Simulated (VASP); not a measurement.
Here is a VASP 6.6.1 calculation.

The input INCAR:

```
PREC = Accurate
ENCUT = 600
EDIFF = 1E-7
ISMEAR = 0
SIGMA = 0.1
LREAL = False
LASPH = True
NELM = 80
ALGO = Normal
ISIF = 3
LWAVE = False
LCHARG = False
GGA = PE
IBRION = 2
NSW = 100
EDIFFG = -0.01
```

The input KPOINTS:

```
regular mesh
0
Gamma
  6 6 10
```

The input POSCAR:

```
BeS5
1.0
    7.4548290339      0.0000000000      0.0000000000
    0.0000000000      7.4548290339      0.0000000000
    0.0000000000      0.0000000000      3.6882683180
Be S
1 5
Direct
    0.5000000000      0.5000000000      0.0000000000
    0.5000000000      0.5000000000      0.5000000000
    0.1427582612      0.1427582612      0.0000000000
    0.8572417388      0.8572417388      0.0000000000
    0.8572417388      0.1427582612      0.0000000000
    0.1427582612      0.8572417388      0.0000000000
```

Potentials or basis: VASP PAW PBE potentials, release 64 (Be, S).

Launch:

```bash
$ cat potpaw_PBE.64/Be/POTCAR potpaw_PBE.64/S/POTCAR > POTCAR
$ mpirun -np 1 vasp_std > vasp.out
```

Task: Predict the band gap on the k mesh.

Result: Zero (bands 16 and 17 overlap by 0.33 eV).

Task: Estimate the relaxed cell.

Result: a = 7.446 Å, b = 7.446 Å, c = 3.682 Å, α = 90.00°, β = 90.00°, γ = 90.00°.

Task: Estimate the relaxed volume.

Result: 34.02 Å³/atom.

Task: What does it give for the space group after relaxing (to 0.1 Å)?

Result: P4/mmm (No. 123).

Final structure:
```
Be S
1.0
     7.44629    0.00000    0.00000
     0.00000    7.44629    0.00000
     0.00000    0.00000    3.68171
Be S
1 5
Direct
  0.50000 0.50000 0.00000
  0.50000 0.50000 0.50000
  0.14247 0.14247 0.00000
  0.85753 0.85753 0.00000
  0.85753 0.14247 0.00000
  0.14247 0.85753 0.00000
```

Caveat: semilocal functionals underestimate gaps, and a narrow one can read as zero.
